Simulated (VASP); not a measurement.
Write the native input for VASP 6.6.1 that does the following.

```
Task                   : single point
Functional             : PBEsol
Potentials or basis    : VASP PAW PBE potentials, release 64 (Al, N)
Cutoff                 : 600 eV
k mesh                 : 12 × 12 × 6
Occupations            : gaussian, width 0.05 eV
Spin                   : no spin polarisation
Dipole correction      : no
Further INCAR settings : ALGO = Normal; EDIFF = 1e-06; NBANDS = 16
```

The structure of AlN lies in POSCAR:

```
AlN
1.0
    3.2043322161      0.0000000000      0.0000000000
   -1.6021661081      2.7750331013      0.0000000000
    0.0000000000      0.0000000000      5.0526700000
Al N
2 2
Direct
    0.3333333333      0.6666666667      0.0000000000
    0.6666666667      0.3333333333      0.5000000000
    0.3333333333      0.6666666667      0.3850000000
    0.6666666667      0.3333333333      0.8850000000
```

This cell differs from its parent crystal: strain +0.030 along x and y, +0.015 along z.

These files were run (other wordings do the same):

INCAR

```
ALGO = Normal
EDIFF = 1E-6
ENCUT = 600
GGA = PS
GGA_COMPAT = F
ISIF = 2
ISMEAR = 0
LASPH = T
LCHARG = T
LELF = T
LREAL = F
LVHAR = T
LWAVE = F
NBANDS = 16
NELM = 120
PREC = Accurate
SIGMA = 0.05
```

KPOINTS

```
k-points
0
Gamma
  12 12 6
```

Potentials or basis: VASP PAW PBE potentials, release 64 (Al, N).

Run with:

```bash
$ cat potpaw_PBE.64/Al/POTCAR potpaw_PBE.64/N/POTCAR > POTCAR
$ mpirun -np 1 vasp_std > vasp.out
```

It gave:

| Item | Value |
| --- | --- |
| Pressure | -12.9 GPa |
| Largest force | 0.058 eV/Å |
| Band gap on the k mesh | 3.42 eV, direct |

Caveat: the cell differs from its parent crystal (strain +0.030 along x and y, +0.015 along z); the PAW data sets were made with another functional, which shifts forces and pressure a little.

Wall time 22 s on 1 thread of Intel(R) Xeon(R) 6975P-C (Granite Rapids) (shared host), peak memory 0.2 GiB.
